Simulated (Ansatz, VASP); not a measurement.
Sn: VASP beside Ansatz

INCAR

```
SYSTEM = Sn
PREC = Accurate
ENCUT = 520
EDIFF = 1E-6
ISMEAR = 1
SIGMA = 0.2
LREAL = .False.
LASPH = .True.
NELM = 100
ALGO = Fast
ISIF = 2
LWAVE = .False.
LCHARG = .True.
GGA = PE
LELF = .True.
LVHAR = .True.
NBANDS = 21
```

Contents of KPOINTS:

```
Automatic mesh
0
Gamma
  18 18 18
  0 0 0
```

POSCAR

```
Sn
1.0
   -3.1671702952      3.1671702952      1.3782366739
    3.1671702952     -3.1671702952      1.3782366739
    3.1671702952      3.1671702952     -1.3782366739
Sn
2
Direct
    0.7500000000      0.2500000000      0.5000000000
    0.0000000000      0.0000000000      0.0000000000
```

Input for Ansatz:

```yaml
crystal:
  lattice:
    - [-3.1671702952, 3.1671702952, 1.3782366739]
    - [3.1671702952, -3.1671702952, 1.3782366739]
    - [3.1671702952, 3.1671702952, -1.3782366739]
  atoms:
    - { symbol: Sn, position: [0.75, 0.25, 0.5] }
    - { symbol: Sn, position: [0.0, 0.0, 0.0] }
basis:
  ecutwfc: 420
kpoints:
  mp_grid: { grid: [18, 18, 18] }
hamiltonian:
  xc: pbe
scf:
  occupations: { method: methfessel_paxton, width: 0.2 }
output:
  forces: true
  stress: true
  eigenvalues: true
```

Alike in both runs: task single point; functional PBE; k mesh 18 × 18 × 18; occupations methfessel-paxton of order 1, width 0.2 eV; no spin polarisation.

|  | VASP | Ansatz |
| --- | --- | --- |
| version | VASP 6.6.1 | Ansatz 0.2.0 |
| potentials or method | VASP PAW PBE potentials, release 64 (Sn_d), cutoff 520 eV | scalar-relativistic, plane waves, PAW |
| valence electrons in the cell | 28 | 28 |

```tsv
	VASP	Ansatz	Ansatz less VASP
gap on the k mesh at the Fermi level (eV)	none	none	-
pressure (GPa)	6.0	6.0	+0.09
traceless stress, the component that is largest in VASP (GPa)	15.12	15.16	+0.040
```

A gap of «none» marks a metal or a gap that the smearing closes.
